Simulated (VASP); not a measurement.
# Os (Fm-3m) in VASP: single point with r2SCAN

Aim: the single point of Os with r2SCAN.

Program: VASP 6.6.1. These are calculated values, not measurements. Logs are shortened: lines on timing, memory, paths and dates and some standing lists are left out, and cuts for length are marked.

**1. The cell of the first run**

Symmetry: Fm-3m, No. 225, cubic system. The conventional cell has a = 3.832 Å, b = 3.832 Å, c = 3.832 Å, α = 90.00°, β = 90.00°, γ = 90.00°. Within 3.6 Å of Os (site symmetry m-3m) lie 12 Os at 2.71 Å.

This isn't the form of Os at room conditions, which is hcp.

**2. Single point, r2SCAN**

The input, POSCAR:

```
Os
1.0
    0.0000000000      1.9159815885      1.9159815885
    1.9159815885      0.0000000000      1.9159815885
    1.9159815885      1.9159815885      0.0000000000
Os
1
Direct
    0.0000000000      0.0000000000      0.0000000000
```

The input, INCAR.step1:

```
ALGO = Normal
EDIFF = 1E-5
ENCUT = 620
GGA = PE
GGA_COMPAT = False
ISMEAR = 0
LASPH = True
LCHARG = False
LREAL = False
LWAVE = True
NBANDS = 14
NELM = 120
PREC = Accurate
SIGMA = 0.05
```

The input, INCAR.step2:

```
ALGO = Normal
EDIFF = 1E-6
ENCUT = 620
GGA_COMPAT = False
ISIF = 2
ISMEAR = 0
ISTART = 1
LASPH = True
LCHARG = False
LMIXTAU = True
LREAL = False
LWAVE = False
METAGGA = R2SCAN
NBANDS = 14
NELM = 120
PREC = Accurate
SIGMA = 0.05
```

The input, KPOINTS:

```
k-points
0
Gamma
  18 18 18
```

Potentials or basis: VASP PAW PBE potentials, release 64 (Os_sv_GW).

Command:

```
cat potpaw_PBE.64/Os_sv_GW/POTCAR > POTCAR
cp INCAR.step1 INCAR
mpirun -np 1 vasp_std > vasp.out
cp INCAR.step2 INCAR
mpirun -np 1 vasp_std > vasp.out
```

OUTCAR:

```text
EDIFF = 1E-6
   ENCUT = 620
   ISIF = 2
   ISMEAR = 0
   ISTART = 1
   LASPH = True
   LREAL = False
   METAGGA = R2SCAN
   NELM = 120
   PREC = Accurate

 ion  position               nearest neighbor table
   1  0.000  0.000  0.000-

  LATTYP: Found a face centered cubic cell.
 ALAT       =     3.8319631770

  Lattice vectors:

 A1 = (   0.0000000000,   1.9159815885,   1.9159815885)
 A2 = (   1.9159815885,   0.0000000000,   1.9159815885)
 A3 = (   1.9159815885,   1.9159815885,   0.0000000000)

Analysis of symmetry for initial positions (statically):
=====================================================================
 Subroutine PRICEL returns:
 Original cell was already a primitive cell.

 Routine SETGRP: Setting up the symmetry group for a
 face centered cubic supercell.

 Subroutine GETGRP returns: Found 48 space group operations
 (whereof 48 operations were pure point group operations)
 out of a pool of 48 trial point group operations.

The static configuration has the point symmetry O_h .

Analysis of symmetry for dynamics (positions and initial velocities):
=====================================================================
 Subroutine PRICEL returns:
 Original cell was already a primitive cell.

 Routine SETGRP: Setting up the symmetry group for a
 face centered cubic supercell.

 Subroutine GETGRP returns: Found 48 space group operations
 (whereof 48 operations were pure point group operations)
 out of a pool of 48 trial point group operations.

The dynamic configuration has the point symmetry O_h .

 Subroutine INISYM returns: Found 48 space group operations
 (whereof 48 operations are pure point group operations),
 and found     1 'primitive' translations

----------------------------------------------------------------------------------------

                                     Primitive cell

  volume of cell :      14.0671

  direct lattice vectors                    reciprocal lattice vectors
     0.000000000  1.915981588  1.915981588    -0.260962842  0.260962842  0.260962842
     1.915981588  0.000000000  1.915981588     0.260962842 -0.260962842  0.260962842
     1.915981588  1.915981588  0.000000000     0.260962842  0.260962842 -0.260962842

  length of vectors
     2.709607148  2.709607148  2.709607148     0.452000901  0.452000901  0.452000901

  position of ions in fractional coordinates (direct lattice)
     0.000000000  0.000000000  0.000000000

  ion indices of the primitive-cell ions
   primitive index   ion index
                 1           1

----------------------------------------------------------------------------------------

 KPOINTS: k-points

Automatic generation of k-mesh.
 Grid dimensions read from file:
 generate k-points for:   18   18   18

 Generating k-lattice:

  Cartesian coordinates                     Fractional coordinates (reciprocal lattice)
    -0.014497936  0.014497936  0.014497936     0.055555556  0.000000000  0.000000000
     0.014497936 -0.014497936  0.014497936     0.000000000  0.055555556  0.000000000
     0.014497936  0.014497936 -0.014497936     0.000000000  0.000000000  0.055555556

  Length of vectors
     0.025111161  0.025111161  0.025111161

  Shift w.r.t. Gamma in fractional coordinates (k-lattice)
     0.000000000  0.000000000  0.000000000

 Subroutine IBZKPT returns following result:
 ===========================================

 Found    195 irreducible k-points:

 Following reciprocal coordinates:
            Coordinates               Weight
  0.000000  0.000000  0.000000      1.000000
  0.055556  0.000000  0.000000      8.000000
  0.111111  0.000000  0.000000      8.000000
  0.166667  0.000000  0.000000      8.000000
  0.222222  0.000000  0.000000      8.000000
  0.277778  0.000000  0.000000      8.000000
[... 16 lines left out ...]
 -0.277778  0.055556  0.000000     24.000000
 -0.222222  0.055556  0.000000     24.000000
 [... further k-points ...]
   k-points           NKPTS =    195   k-points in BZ     NKDIM =    195   number of bands    NBANDS=     14
   number of dos      NEDOS =    301   number of ions     NIONS =      1
   total plane-waves  NPLWV =  13824
   dimension x,y,z NGX =    24 NGY =   24 NGZ =   24
   dimension x,y,z NGXF=    48 NGYF=   48 NGZF=   48
   ions per type =               1
   NGX,Y,Z   is equivalent  to a cutoff of  14.73, 14.73, 14.73 a.u.
   NGXF,Y,Z  is equivalent  to a cutoff of  29.45, 29.45, 29.45 a.u.
 SYSTEM =  unknown system
   PREC   = accura    normal or accurate (medium, high low for compatibility)
   ISTART =      1    job   : 0-new  1-cont  2-samecut
   ICHARG =      0    charge: 1-file 2-atom 10-const
   ISPIN  =      1    spin polarized calculation?
   LNONCOLLINEAR =      F non collinear calculations
   LSORBIT =      F    spin-orbit coupling
   LASPH  =      T    aspherical Exc in radial PAW
   ENCUT  =  620.0 eV  45.57 Ry    6.75 a.u.   5.50  5.50  5.50*2*pi/ulx,y,z
   NELM   =    120;   NELMIN=  2; NELMDL=  0     # of ELM steps
   EDIFF  = 0.1E-05   stopping-criterion for ELM
   LREAL  =      F    real-space projection
   EDIFFG = 0.1E-04   stopping-criterion for IOM
   NSW    =      0    number of steps for IOM
   IBRION =     -1    ionic relax: 0-MD 1-quasi-New 2-CG
   NFREE  =      0    steps in history (QN), initial steepest desc. (CG)
   ISIF   =      2    stress and relaxation
   ISYM   =      2    0-nonsym 1-usesym 2-fastsym
   POTIM  = 0.5000    time-step for ionic-motion
   TEBEG  =    0.0;   TEEND  =   0.0 temperature during run
   PSTRESS=    0.0 pullay stress
   NELECT =      16.0000    total number of electrons
   NUPDOWN=      -1.0000    fix difference up-down
   EMIN   =  10.00;   EMAX   =-10.00  energy-range for DOS
   EFERMI =   0.00;   METHOD = LEGACY
   ISMEAR =     0;   SIGMA  =   0.05  broadening in eV -4-tet -1-fermi 0-gaus
   EFERMI_NEDOS =   21; number of points for ismear=-14 and -15
   IALGO  =     38    algorithm
   IMIX   =      4    mixing-type and parameters
     AMIX     =   0.40;   BMIX     =  1.00
     AMIX_MAG =   1.60;   BMIX_MAG =  1.00
  volume/ion in A,a.u.               =      14.07        94.93
  Fermi-wavevector in a.u.,A,eV,Ry     =   1.708888  3.229329 39.733050  2.920297
  Thomas-Fermi vector in A             =   2.787473
   LORBIT       =      0    0 simple, 1 ext, 2 COOP (PROOUT), +10 PAW based schemes
   METAGGA = R2SCAN    functional components
   LHFCALC =     F    Hartree Fock is set to
   AEXX    =    0.0000 exact exchange contribution
   IVDW    =     0    specifies the selected vdW correction
   LEPSILON=     F    determine dielectric tensor
   LRPA    =     F    only Hartree local field effects (RPA)
 non-spin polarized calculation
 Gauss-broadening in eV      SIGMA  =   0.05
  energy-cutoff  :      620.00
  volume of cell :       14.07
 maximum number of plane-waves:       531
 NGX is ok and might be reduce to    24
   NGX = 11   NGY = 11   NGZ = 11

 number of electron      16.0000000 magnetization

 Free energy of the ion-electron system (eV)
  ---------------------------------------------------
  ext. energy  EPLUGINS =         0.00000000
  ---------------------------------------------------
  free energy    TOTEN  =       -53.94222410 eV

  energy without entropy =      -53.94152231  energy(sigma->0) =      -53.94187321

 E-fermi :  13.3050     XC(G=0): -15.9782

 val. band max:       13.2657806771   @ k =  -0.2778   0.1667   0.0000
 cond. band min:      13.3290014564   @ k =  -0.2222   0.2778   0.0556
 fundamental gap:      0.0632207793
 Fermi energy:        13.3050321908

 k-point     1 :       0.0000    0.0000    0.0000
  band No.  band energies     occupation
      1     -75.2572      2.00000
      2     -33.4342      2.00000
      3     -33.4342      2.00000
      4     -33.4342      2.00000
      5       2.1053      2.00000
      6      10.2801      2.00000
      7      10.2801      2.00000
      8      10.2801      2.00000
      9      13.4070      0.00391
     10      13.4070      0.00391
     11      27.2883      0.00000
     12      33.3714      0.00000
     13      33.3714      0.00000
     14      33.3714      0.00000

 k-point     2 :       0.0556    0.0000    0.0000
  band No.  band energies     occupation
      1     -75.2539      2.00000
      2     -33.4705      2.00000
      3     -33.4390      2.00000
      4     -33.4390      2.00000
      5       2.2576      2.00000
      6      10.1842      2.00000
      7      10.3484      2.00000
      8      10.3484      2.00000
      9      13.3553      0.15489
     10      13.3553      0.15489
     11      27.5714      0.00000
     12      32.7038      0.00000
     13      33.6381      0.00000
     14      33.6381      0.00000

 k-point     3 :       0.1111    0.0000    0.0000
  band No.  band energies     occupation
      1     -75.2440      2.00000
      2     -33.5737      2.00000
      3     -33.4525      2.00000
      4     -33.4525      2.00000
      5       2.6969      2.00000
      6       9.9386      2.00000
      7      10.5269      2.00000
      8      10.5269      2.00000
      9      13.2409      1.93042
     10      13.2409      1.93042
     11      28.3451      0.00000
     12      31.3654      0.00000
     13      34.4154      0.00000
     14      34.4154      0.00000
[... 324 lines left out ...]
 k-point    23 :      -0.2778    0.0556    0.0000
  band No.  band energies     occupation
      1     -75.1838      2.00000
      2     -34.1779      2.00000
      3     -33.5733      2.00000
      4     -33.5230      2.00000
      5       5.1314      2.00000
      6       9.7237      2.00000
      7      10.5713      2.00000
      8      10.7115      2.00000
      9      13.5950      0.00000
     10      14.6822      0.00000
     11      26.8565      0.00000
     12      30.5627      0.00000
     13      36.5848      0.00000
     14      37.9308      0.00000

 k-point    24 :      -0.2222    0.0556    0.0000
  band No.  band energies     occupation
      1     -75.2026      2.00000
      2     -33.9885      2.00000
      3     -33.5456      2.00000
      4     -33.4956      2.00000
      5       4.5205      2.00000
      6       9.3913      2.00000
      7      10.7625      2.00000
      8      10.8824      2.00000
      9      13.0163      2.00000
     10      14.0445      0.00000
     11      28.0818      0.00000
     12      31.0762      0.00000
     13      36.4865      0.00000
     14      37.9130      0.00000

 [... further k-points ...]

------------------------ aborting loop because EDIFF is reached ----------------------------------------

  FORCE on cell =-STRESS in cart. coord.  units (eV):
  Direction    XX          YY          ZZ          XY          YZ          ZX
  --------------------------------------------------------------------------------------
  -------------------------------------------------------------------------------------
  Total       -0.0695012     -0.0695012     -0.0695012     -0.0000000      0.0000000      0.0000000
  in kB       -7.9158796     -7.9158796     -7.9158796     -0.0000000      0.0000000      0.0000000
  external PRESSURE =      -7.9158796 kB  Pullay stress =       0.0000000 kB

 VOLUME and BASIS-vectors are now :
 -----------------------------------------------------------------------------
  energy-cutoff  :      620.00
  volume of cell :       14.07
      direct lattice vectors                 reciprocal lattice vectors
     0.000000000  1.915981588  1.915981588    -0.260962842  0.260962842  0.260962842
     1.915981588  0.000000000  1.915981588     0.260962842 -0.260962842  0.260962842
     1.915981588  1.915981588  0.000000000     0.260962842  0.260962842 -0.260962842

 POSITION                                       TOTAL-FORCE (eV/Angst)
 -----------------------------------------------------------------------------------
      0.00000      0.00000      0.00000        -0.000000      0.000000      0.000000
 -----------------------------------------------------------------------------------
    total drift:                                0.000000      0.000000      0.000000

  FREE ENERGIE OF THE ION-ELECTRON SYSTEM (eV)
  ---------------------------------------------------
  free  energy   TOTEN  =       -53.9422241015 eV

  energy  without entropy=      -53.9415223141  energy(sigma->0) =      -53.94187321
```

It took 58 s on 1 thread of Intel Xeon 6975P-C (Granite Rapids), shared host; peak memory 0.19 GiB.

Results:

- Free energy: -53.9422 eV
- Pressure: -0.8 GPa
- Band gap on the k mesh: zero (bands 8 and 9 overlap by 3.95 eV)

Caveat: the PAW data sets were made with another functional, which shifts forces and pressure a little; spin-orbit coupling is left out, which moves the levels of the heavy elements.

The gap in the log of VASP goes by the Fermi energy; the results here count the filled bands.